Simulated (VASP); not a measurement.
# AlCu4 (P2_13) in VASP: notebook

The runs below take AlCu4 through single point, with r2SCAN.

All numbers are computed with VASP 6.6.1; they aren't measurements. Logs are shortened: lines on timing, memory, paths and dates and some standing lists are left out, and cuts for length are marked.

### 1 The cell of the first run

The structure is cubic, space group P2_13 (No. 198). The conventional cell has a = 6.119 Å, b = 6.119 Å, c = 6.119 Å, α = 90.00°, β = 90.00°, γ = 90.00°. Al (site symmetry 3) has 12 Cu at 2.31 to 2.59 Å within 3.0 Å. Within 3.0 Å of Cu (site symmetry 3) lie 3 Al at 2.31 Å and 9 Cu at 2.46 to 2.59 Å. Within 3.2 Å of Cu (site symmetry 1) lie 11 Cu at 2.46 to 3.17 Å and 3 Al at 2.47 to 2.59 Å.

### 2 Single point, r2SCAN (11.45 Å³/atom)

Contents of POSCAR:

```
AlCu4
1.0
    6.1185581963      0.0000000000      0.0000000000
    0.0000000000      6.1185581963      0.0000000000
    0.0000000000      0.0000000000      6.1185581963
Al Cu
4 16
Direct
    0.4396350554      0.9396350554      0.5603649446
    0.9396350554      0.5603649446      0.4396350554
    0.5603649446      0.4396350554      0.9396350554
    0.0603649446      0.0603649446      0.0603649446
    0.8090634845      0.3090634845      0.1909365155
    0.3090634845      0.1909365155      0.8090634845
    0.1909365155      0.8090634845      0.3090634845
    0.6909365155      0.6909365155      0.6909365155
    0.0472590122      0.8752279573      0.7013141286
    0.2986858714      0.5472590122      0.6247720427
    0.3752279573      0.7986858714      0.9527409878
    0.5472590122      0.6247720427      0.2986858714
    0.7986858714      0.9527409878      0.3752279573
    0.8752279573      0.7013141286      0.0472590122
    0.9527409878      0.3752279573      0.7986858714
    0.7013141286      0.0472590122      0.8752279573
    0.6247720427      0.2986858714      0.5472590122
    0.4527409878      0.1247720427      0.2013141286
    0.2013141286      0.4527409878      0.1247720427
    0.1247720427      0.2013141286      0.4527409878
```

Contents of INCAR.step1:

```
ALGO = Normal ; EDIFF = 1E-4
ENCUT = 520 ; GGA = PE
ISMEAR = 0 ; LASPH = True
LCHARG = False ; LREAL = Auto
LWAVE = True ; NBANDS = 110
NELM = 60 ; PREC = Accurate
SIGMA = 0.1
```

Contents of INCAR.step2:

```
ALGO = Normal ; EDIFF = 1E-6
ENCUT = 520 ; ISIF = 2
ISMEAR = 0 ; ISTART = 1
LASPH = True ; LCHARG = True
LELF = True ; LMIXTAU = True
LREAL = Auto ; LVHAR = True
LWAVE = False ; METAGGA = R2SCAN
NBANDS = 110 ; NELM = 60
PREC = Accurate ; SIGMA = 0.1
```

Contents of KPOINTS:

```
k-points
0
Gamma
  6 6 6
```

Potentials or basis: VASP PAW PBE potentials, release 64 (Al, Cu).

Command:

```
cat potpaw_PBE.64/Al/POTCAR potpaw_PBE.64/Cu/POTCAR > POTCAR
cp INCAR.step1 INCAR
mpirun -np 1 vasp_std > vasp.out
cp INCAR.step2 INCAR
mpirun -np 1 vasp_std > vasp.out
```

OUTCAR:

```text
EDIFF = 1E-6
   ENCUT = 520
   ISIF = 2
   ISMEAR = 0
   ISTART = 1
   LASPH = True
   LREAL = Auto
   METAGGA = R2SCAN
   NELM = 60
   PREC = Accurate

 ion  position               nearest neighbor table
   1  0.440  0.940  0.560-   6 2.31   7 2.31   8 2.31  13 2.47  17 2.47  18 2.47   9 2.58  10 2.58
                            11 2.58  12 2.59  16 2.59  20 2.59
   2  0.940  0.560  0.440-   5 2.31   7 2.31   8 2.31  10 2.47  15 2.47  20 2.47  14 2.58  12 2.58
                            13 2.58  17 2.59  19 2.59   9 2.59
   3  0.560  0.440  0.940-   5 2.31   6 2.31   8 2.31  11 2.47  12 2.47  19 2.47  16 2.58  17 2.58
                            15 2.58  10 2.59  18 2.59  14 2.59
   4  0.060  0.060  0.060-   5 2.31   6 2.31   7 2.31   9 2.47  14 2.47  16 2.47  18 2.58  19 2.58
                            20 2.58  11 2.59  15 2.59  13 2.59
   5  0.809  0.309  0.191-   2 2.31   3 2.31   4 2.31  13 2.46  17 2.46  18 2.46  14 2.59  15 2.59
                            19 2.59  16 2.59  12 2.59  20 2.59
   6  0.309  0.191  0.809-   1 2.31   3 2.31   4 2.31  10 2.46  15 2.46  20 2.46  16 2.59  18 2.59
                            11 2.59   9 2.59  19 2.59  17 2.59
   7  0.191  0.809  0.309-   1 2.31   2 2.31   4 2.31  11 2.46  12 2.46  19 2.46  13 2.59   9 2.59
                            20 2.59  18 2.59  10 2.59  14 2.59
   8  0.691  0.691  0.691-   1 2.31   2 2.31   3 2.31   9 2.46  14 2.46  16 2.46  10 2.59  12 2.59
                            17 2.59  15 2.59  13 2.59  11 2.59
   9  0.047  0.875  0.701-   8 2.46   4 2.47  13 2.55  20 2.55  10 2.57  11 2.57   1 2.58   7 2.59
[... 9 lines left out ...]
  14  0.875  0.701  0.047-   8 2.46   4 2.47  15 2.55  19 2.55  12 2.57  13 2.57   2 2.58   5 2.59
                             3 2.59  16 2.59   9 2.59   7 2.59
  15  0.953  0.375  0.799-   6 2.46   2 2.47  14 2.55  19 2.55  17 2.57  16 2.57   3 2.58   5 2.59
                             4 2.59  10 2.59  20 2.59   8 2.59
  16  0.701  0.047  0.875-   8 2.46   4 2.47  11 2.55  18 2.55  17 2.57  15 2.57   3 2.58   6 2.59
                             1 2.59  14 2.59   9 2.59   5 2.59
  17  0.625  0.299  0.547-   5 2.46   1 2.47  10 2.55  12 2.55  15 2.57  16 2.57   3 2.58   8 2.59
                             2 2.59  13 2.59  18 2.59   6 2.59
  18  0.453  0.125  0.201-   5 2.46   1 2.47  11 2.55  16 2.55  19 2.57  20 2.57   4 2.58   6 2.59
                             3 2.59  13 2.59  17 2.59   7 2.59
  19  0.201  0.453  0.125-   7 2.46   3 2.47  14 2.55  15 2.55  18 2.57  20 2.57   4 2.58   5 2.59
                             2 2.59  11 2.59  12 2.59   6 2.59
  20  0.125  0.201  0.453-   6 2.46   2 2.47   9 2.55  13 2.55  18 2.57  19 2.57   4 2.58   7 2.59
                             1 2.59  10 2.59  15 2.59   5 2.59

  LATTYP: Found a simple cubic cell.
 ALAT       =     6.1185581963

  Lattice vectors:

 A1 = (   6.1185581963,   0.0000000000,   0.0000000000)
 A2 = (   0.0000000000,   6.1185581963,   0.0000000000)
 A3 = (   0.0000000000,   0.0000000000,   6.1185581963)

Analysis of symmetry for initial positions (statically):
=====================================================================
 Subroutine PRICEL returns:
 Original cell was already a primitive cell.

 Routine SETGRP: Setting up the symmetry group for a
 simple cubic supercell.

 Subroutine GETGRP returns: Found 12 space group operations
 (whereof  3 operations were pure point group operations)
 out of a pool of 48 trial point group operations.

The static configuration has the point symmetry C_3 .
 The point group associated with its full space group is T   .

Analysis of symmetry for dynamics (positions and initial velocities):
=====================================================================
 Subroutine PRICEL returns:
 Original cell was already a primitive cell.

 Routine SETGRP: Setting up the symmetry group for a
 simple cubic supercell.

 Subroutine GETGRP returns: Found 12 space group operations
 (whereof  3 operations were pure point group operations)
 out of a pool of 48 trial point group operations.

The dynamic configuration has the point symmetry C_3 .
 The point group associated with its full space group is T   .

 Subroutine INISYM returns: Found 12 space group operations
 (whereof  3 operations are pure point group operations),
 and found     1 'primitive' translations

----------------------------------------------------------------------------------------

                                     Primitive cell

  volume of cell :     229.0590

  direct lattice vectors                    reciprocal lattice vectors
     6.118558196  0.000000000  0.000000000     0.163437197  0.000000000  0.000000000
     0.000000000  6.118558196  0.000000000     0.000000000  0.163437197  0.000000000
     0.000000000  0.000000000  6.118558196     0.000000000  0.000000000  0.163437197

  length of vectors
     6.118558196  6.118558196  6.118558196     0.163437197  0.163437197  0.163437197
[... 60 lines left out ...]

  Length of vectors
     0.027239533  0.027239533  0.027239533

  Shift w.r.t. Gamma in fractional coordinates (k-lattice)
     0.000000000  0.000000000  0.000000000

 Subroutine IBZKPT returns following result:
 ===========================================

 Found     24 irreducible k-points:

 Following reciprocal coordinates:
            Coordinates               Weight
  0.000000  0.000000  0.000000      1.000000
  0.166667  0.000000  0.000000      6.000000
  0.333333  0.000000  0.000000      6.000000
  0.500000  0.000000  0.000000      3.000000
  0.166667  0.166667  0.000000     12.000000
  0.333333  0.166667  0.000000     12.000000
[... 16 lines left out ...]
  0.500000  0.500000  0.333333      6.000000
  0.500000  0.500000  0.500000      1.000000
   k-points           NKPTS =     24   k-points in BZ     NKDIM =     24   number of bands    NBANDS=    110
   number of dos      NEDOS =    301   number of ions     NIONS =     20
   total plane-waves  NPLWV = 110592
   dimension x,y,z NGX =    48 NGY =   48 NGZ =   48
   dimension x,y,z NGXF=    96 NGYF=   96 NGZF=   96
   ions per type =               4  16
   NGX,Y,Z   is equivalent  to a cutoff of  13.04, 13.04, 13.04 a.u.
   NGXF,Y,Z  is equivalent  to a cutoff of  26.08, 26.08, 26.08 a.u.
 SYSTEM =  unknown system
   PREC   = accura    normal or accurate (medium, high low for compatibility)
   ISTART =      1    job   : 0-new  1-cont  2-samecut
   ICHARG =      0    charge: 1-file 2-atom 10-const
   ISPIN  =      1    spin polarized calculation?
   LNONCOLLINEAR =      F non collinear calculations
   LSORBIT =      F    spin-orbit coupling
   LASPH  =      T    aspherical Exc in radial PAW
   ENCUT  =  520.0 eV  38.22 Ry    6.18 a.u.  11.38 11.38 11.38*2*pi/ulx,y,z
   NELM   =     60;   NELMIN=  2; NELMDL=  0     # of ELM steps
   EDIFF  = 0.1E-05   stopping-criterion for ELM
   LREAL  =      T    real-space projection
   EDIFFG = 0.1E-04   stopping-criterion for IOM
   NSW    =      0    number of steps for IOM
   IBRION =     -1    ionic relax: 0-MD 1-quasi-New 2-CG
   NFREE  =      0    steps in history (QN), initial steepest desc. (CG)
   ISIF   =      2    stress and relaxation
   ISYM   =      2    0-nonsym 1-usesym 2-fastsym
   POTIM  = 0.5000    time-step for ionic-motion
   TEBEG  =    0.0;   TEEND  =   0.0 temperature during run
   PSTRESS=    0.0 pullay stress
   NELECT =     188.0000    total number of electrons
   NUPDOWN=      -1.0000    fix difference up-down
   EMIN   =  10.00;   EMAX   =-10.00  energy-range for DOS
   EFERMI =   0.00;   METHOD = LEGACY
   ISMEAR =     0;   SIGMA  =   0.10  broadening in eV -4-tet -1-fermi 0-gaus
   EFERMI_NEDOS =   21; number of points for ismear=-14 and -15
   IALGO  =     38    algorithm
   IMIX   =      4    mixing-type and parameters
     AMIX     =   0.40;   BMIX     =  1.00
     AMIX_MAG =   1.60;   BMIX_MAG =  1.00
  volume/ion in A,a.u.               =      11.45        77.29
  Fermi-wavevector in a.u.,A,eV,Ry     =   1.532775  2.896524 31.965508  2.349399
  Thomas-Fermi vector in A             =   2.639934
   LORBIT       =      0    0 simple, 1 ext, 2 COOP (PROOUT), +10 PAW based schemes
   METAGGA = R2SCAN    functional components
   LHFCALC =     F    Hartree Fock is set to
   AEXX    =    0.0000 exact exchange contribution
   IVDW    =     0    specifies the selected vdW correction
   LEPSILON=     F    determine dielectric tensor
   LRPA    =     F    only Hartree local field effects (RPA)
 non-spin polarized calculation
 Gauss-broadening in eV      SIGMA  =   0.10
  energy-cutoff  :      520.00
  volume of cell :      229.06
 maximum number of plane-waves:      6190
 NGX is ok and might be reduce to    48
   NGX = 23   NGY = 23   NGZ = 23

 number of electron     188.0000094 magnetization

 Free energy of the ion-electron system (eV)
  ---------------------------------------------------
  ext. energy  EPLUGINS =         0.00000000
  ---------------------------------------------------
  free energy    TOTEN  =      -202.25228726 eV

  energy without entropy =     -202.22978997  energy(sigma->0) =     -202.24103861

 E-fermi :   8.6208     XC(G=0): -13.6636

 val. band max:        8.6081123367   @ k =   0.1667   0.1667   0.1667
 cond. band min:       8.6627348817   @ k =   0.3333   0.3333   0.0000
 fundamental gap:      0.0546225450
 Fermi energy:         8.6207994978

 k-point     1 :       0.0000    0.0000    0.0000
  band No.  band energies     occupation
      1      -2.4555      2.00000
      2       0.8839      2.00000
      3       0.8839      2.00000
      4       0.8839      2.00000
      5       1.8348      2.00000
      6       1.8348      2.00000
[... 2605 lines left out ...]
    105      12.9276      0.00000
    106      12.9276      0.00000
 [bands above 106 left out]

------------------------ aborting loop because EDIFF is reached ----------------------------------------

  FORCE on cell =-STRESS in cart. coord.  units (eV):
  Direction    XX          YY          ZZ          XY          YZ          ZX
  --------------------------------------------------------------------------------------
  -------------------------------------------------------------------------------------
  Total       15.4024086     15.4024086     15.4024086      0.0000000      0.0000000     -0.0000000
  in kB      107.7337896    107.7337896    107.7337896      0.0000000      0.0000000     -0.0000000
  external PRESSURE =     107.7337896 kB  Pullay stress =       0.0000000 kB

 VOLUME and BASIS-vectors are now :
 -----------------------------------------------------------------------------
  energy-cutoff  :      520.00
  volume of cell :      229.06
      direct lattice vectors                 reciprocal lattice vectors
     6.118558196  0.000000000  0.000000000     0.163437197  0.000000000  0.000000000
     0.000000000  6.118558196  0.000000000     0.000000000  0.163437197  0.000000000
     0.000000000  0.000000000  6.118558196     0.000000000  0.000000000  0.163437197

 POSITION                                       TOTAL-FORCE (eV/Angst)
 -----------------------------------------------------------------------------------
      2.68993      5.74921      3.42863         0.002072      0.002072     -0.002072
      5.74921      3.42863      2.68993         0.002072     -0.002072      0.002072
      3.42863      2.68993      5.74921        -0.002072      0.002072      0.002072
      0.36935      0.36935      0.36935        -0.002072     -0.002072     -0.002072
      4.95030      1.89102      1.16826        -0.005393     -0.005393      0.005393
      1.89102      1.16826      4.95030        -0.005393      0.005393     -0.005393
[... 12 lines left out ...]
      1.23175      2.77012      0.76343         0.012833     -0.003782     -0.002575
      0.76343      1.23175      2.77012        -0.002575      0.012833     -0.003782
 -----------------------------------------------------------------------------------
    total drift:                               -0.000001     -0.000001     -0.000000

  FREE ENERGIE OF THE ION-ELECTRON SYSTEM (eV)
  ---------------------------------------------------
  free  energy   TOTEN  =      -202.2522872584 eV

  energy  without entropy=     -202.2297899682  energy(sigma->0) =     -202.24103861
```

Run time: 88 min. Hardware: 1 thread of Oxide Virtual Turin-like, shared host; peak memory 0.56 GiB.

Results:

| Property | Result |
| --- | --- |
| Free energy | -202.2523 eV |
| Pressure | 10.8 GPa |
| Largest force | 0.014 eV/Å |
| Band gap on the k mesh | zero (bands 94 and 95 overlap by 1.02 eV) |

Forces on the atoms (eV/Å):
```
Al   0.002  0.002 -0.002
Al   0.002 -0.002  0.002
Al  -0.002  0.002  0.002
Al  -0.002 -0.002 -0.002
Cu  -0.005 -0.005  0.005
Cu  -0.005  0.005 -0.005
Cu   0.005 -0.005 -0.005
Cu   0.005  0.005  0.005
Cu   0.004  0.003  0.013
Cu  -0.013  0.004 -0.003
Cu   0.003 -0.013 -0.004
Cu   0.004 -0.003 -0.013
Cu  -0.013 -0.004  0.003
Cu   0.003  0.013  0.004
Cu  -0.004  0.003 -0.013
Cu   0.013  0.004  0.003
Cu  -0.003 -0.013  0.004
Cu  -0.004 -0.003  0.013
Cu   0.013 -0.004 -0.003
Cu  -0.003  0.013 -0.004
```

Levels at points of the mesh, in eV from the Fermi level:
```csv
k point,band 92,band 93,band 94,band 95,band 96,band 97
"(0.00, 0.00, 0.00)",-0.46,-0.46,-0.46,-0.27,-0.27,0.49
"(0.50, 0.00, 0.00)",-0.67,-0.39,-0.39,0.53,0.53,1.42
"(0.50, 0.50, 0.00)",-1.37,-0.09,-0.09,1.15,1.15,1.92
"(0.50, 0.50, 0.50)",0.41,0.74,0.74,0.74,0.74,2.69
```

Caveat: the cell stands under pressure; the PAW data sets were made with another functional, which shifts forces and pressure a little.

### 3 Single point, r2SCAN

This run uses another cell than the first one, of 12.18 Å³/atom.

Contents of POSCAR:

```
AlCu4
1.0
    6.2460646817      0.0000000000      0.0000000000
    0.0000000000      6.2460646817      0.0000000000
    0.0000000000      0.0000000000      6.2460646817
Al Cu
4 16
Direct
    0.4397835756      0.9397835756      0.5602164244
    0.9397835756      0.5602164244      0.4397835756
    0.5602164244      0.4397835756      0.9397835756
    0.0602164244      0.0602164244      0.0602164244
    0.8086417843      0.3086417843      0.1913582157
    0.3086417843      0.1913582157      0.8086417843
    0.1913582157      0.8086417843      0.3086417843
    0.6913582157      0.6913582157      0.6913582157
    0.0476733773      0.8753687796      0.7008690782
    0.2991309218      0.5476733773      0.6246312204
    0.3753687796      0.7991309218      0.9523266227
    0.5476733773      0.6246312204      0.2991309218
    0.7991309218      0.9523266227      0.3753687796
    0.8753687796      0.7008690782      0.0476733773
    0.9523266227      0.3753687796      0.7991309218
    0.7008690782      0.0476733773      0.8753687796
    0.6246312204      0.2991309218      0.5476733773
    0.4523266227      0.1246312204      0.2008690782
    0.2008690782      0.4523266227      0.1246312204
    0.1246312204      0.2008690782      0.4523266227
```

Contents of INCAR.step1:

```
SYSTEM = AlCu4
PREC = Accurate
ENCUT = 520
ISMEAR = 0
SIGMA = 0.1
LREAL = Auto
LASPH = .True.
NELM = 100
NBANDS = 110
GGA = PE
ALGO = Normal
EDIFF = 1E-4
LWAVE = .True.
LCHARG = .False.
```

Contents of INCAR.step2:

```
SYSTEM = AlCu4
PREC = Accurate
ENCUT = 520
EDIFF = 1E-6
ISMEAR = 0
SIGMA = 0.1
LREAL = Auto
LASPH = .True.
NELM = 100
ALGO = Normal
ISIF = 2
LWAVE = .False.
LCHARG = .True.
METAGGA = R2SCAN
LMIXTAU = .True.
LELF = .True.
LVHAR = .True.
NBANDS = 110
ISTART = 1
```

Contents of KPOINTS:

```
Automatic mesh
0
Gamma
  6 6 6
  0 0 0
```

Potentials or basis: VASP PAW PBE potentials, release 64 (Al, Cu).

Command:

```
cat potpaw_PBE.64/Al/POTCAR potpaw_PBE.64/Cu/POTCAR > POTCAR
cp INCAR.step1 INCAR
mpirun -np 1 vasp_std > vasp.out
cp INCAR.step2 INCAR
mpirun -np 1 vasp_std > vasp.out
```

Run time: 2.1 h. Hardware: 1 thread of Oxide Virtual Turin-like, shared host; peak memory 0.59 GiB.

It converged, with:

```
Free energy            : -202.7381 eV
Pressure               : 0.3 GPa
Largest force          : 0.005 eV/Å
Band gap on the k mesh : zero (bands 94 and 95 overlap by 1.05 eV)
```

Forces on the atoms (eV/Å):
```
Al   0.000  0.000  0.000
Al   0.000  0.000  0.000
Al   0.000  0.000  0.000
Al   0.000  0.000  0.000
Cu   0.003  0.003 -0.003
Cu   0.003 -0.003  0.003
Cu  -0.003  0.003  0.003
Cu  -0.003 -0.003 -0.003
Cu   0.003  0.001  0.002
Cu  -0.002  0.003 -0.001
Cu   0.001 -0.002 -0.003
Cu   0.003 -0.001 -0.002
Cu  -0.002 -0.003  0.001
Cu   0.001  0.002  0.003
Cu  -0.003  0.001 -0.002
Cu   0.002  0.003  0.001
Cu  -0.001 -0.002  0.003
Cu  -0.003 -0.001  0.002
Cu   0.002 -0.003 -0.001
Cu  -0.001  0.002 -0.003
```

Levels at points of the mesh, in eV from the Fermi level:
| k point | band 90 | band 91 | band 92 | band 93 | band 94 | band 95 | band 96 | band 97 | band 98 | band 99 |
| --- | --- | --- | --- | --- | --- | --- | --- | --- | --- | --- |
| (0.00, 0.00, 0.00) | -0.77 | -0.77 | -0.48 | -0.48 | -0.48 | -0.31 | -0.31 | 0.46 | 0.46 | 0.46 |
| (0.50, 0.00, 0.00) | -1.65 | -0.64 | -0.64 | -0.39 | -0.39 | 0.53 | 0.53 | 1.31 | 1.31 | 1.57 |
| (0.50, 0.50, 0.00) | -1.41 | -1.34 | -1.34 | -0.08 | -0.08 | 1.12 | 1.12 | 1.82 | 1.82 | 2.18 |
| (0.50, 0.50, 0.50) | 0.39 | 0.39 | 0.39 | 0.73 | 0.73 | 0.73 | 0.73 | 2.57 | 2.57 | 2.57 |

Caveat: the PAW data sets were made with another functional, which shifts forces and pressure a little.

The gap in the log of VASP goes by the Fermi energy; the results here count the filled bands.